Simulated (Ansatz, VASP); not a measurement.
# Two plane-wave programs on MoS2

The input INCAR:

```
ALGO = Normal
EDIFF = 1E-7
ENCUT = 520
ISIF = 2
ISMEAR = -1
LASPH = T
LCHARG = T
LELF = T
LREAL = F
LVHAR = T
LWAVE = F
NBANDS = 20
NELM = 60
PREC = Accurate
SIGMA = 0.05
```

KPOINTS

```
k-points
0
Gamma
  10 10 10
```

Contents of POSCAR:

```
MoS2
1.0
    1.6063642348      0.9274348234      6.1954663772
   -1.6063642348      0.9274348234      6.1954663772
    0.0000000000     -1.8548696467      6.1954663772
Mo S
1 2
Direct
    0.0000000000      0.0000000000      0.0000000000
    0.2500000000      0.2500000000      0.2500000000
    0.7500000000      0.7500000000      0.7500000000
```

input.yaml

```yaml
crystal:
  lattice:
    - [1.6063642348, 0.9274348234, 6.1954663772]
    - [-1.6063642348, 0.9274348234, 6.1954663772]
    - [0.0, -1.8548696467, 6.1954663772]
  atoms:
    - { symbol: Mo, position: [0.0, 0.0, 0.0] }
    - { symbol: S, position: [0.25, 0.25, 0.25] }
    - { symbol: S, position: [0.75, 0.75, 0.75] }
hamiltonian:
  xc: lda
  pseudopotentials: { kind: paw }
kpoints:
  mp_grid: { grid: [10, 10, 10] }
scf:
  occupations: { method: fermi_dirac, width: 0.05 }
output:
  forces: true
  stress: true
  eigenvalues: true
```

Alike in both runs: task single point; functional LDA; k mesh 10 × 10 × 10; occupations fermi-dirac, width 0.05 eV; no spin polarisation.

|  | VASP | Ansatz |
| --- | --- | --- |
| version | VASP 6.6.1 | Ansatz 0.2.0 |
| potentials or method | VASP PAW LDA potentials, release 64 (Mo_sv, S) | Ansatz PAW |
| plane-wave cutoff (eV) | 520 | 420 |
| valence electrons in the cell | 26 | 26 |

Ansatz gave:

```
gap on the k mesh at the Fermi level (eV)                     : none
pressure (GPa)                                                : -5.4
traceless stress, the component that is largest in VASP (GPa) : 2.50
rms of the force components (eV/Å)                            : 0.038
```

Problem. What did VASP give for the same quantities?

Solution. gap on the k mesh at the Fermi level (eV): none; pressure (GPa): -5.3; traceless stress, the component that is largest in VASP (GPa): 2.52; rms of the force components (eV/Å): 0.027.

LDA's correlation is that of Perdew and Zunger in VASP and of Perdew and Wang (1992) in Ansatz. Atom by atom the forces differ by 0.010 eV/Å (rms over components). A gap of «none» marks a metal or a gap that the smearing closes.
